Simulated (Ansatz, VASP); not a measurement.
**One calculation of TiW2, two programs**

```
CELL_PARAMETERS angstrom
-1.58720 1.58720 4.79939
1.58720 -1.58720 4.79939
1.58720 1.58720 -4.79939
ATOMIC_POSITIONS crystal
Ti 0.50000 0.50000 0.00000
W 0.82758 0.82758 0.00000
W 0.17242 0.17242 0.00000
```

Alike in both runs: functional PBE; k mesh 20 × 20 × 20; occupations gaussian, width 0.1 eV; no spin polarisation.

Ansatz relaxed the structure, and its values are those at the end. VASP's run is a single point on that final structure, the one shown.

|  | VASP | Ansatz |
| --- | --- | --- |
| version | VASP 6.6.1 | Ansatz 0.2.0 |
| potentials or method | VASP PAW PBE potentials, release 64 (Ti_sv, W_sv), cutoff 520 eV | scalar-relativistic, plane waves, PAW |
| valence electrons in the cell | 40 | 40 |

```tsv
	VASP	Ansatz	Ansatz less VASP
gap on the k mesh at the Fermi level (eV)	none	none	-
pressure (GPa)	0.2	0.0	-0.24
rms of the force components (eV/Å)	0.017	0.000	-0.0164
```

A gap of «none» marks a metal or a gap that the smearing closes.

Neither program's run includes spin-orbit coupling.
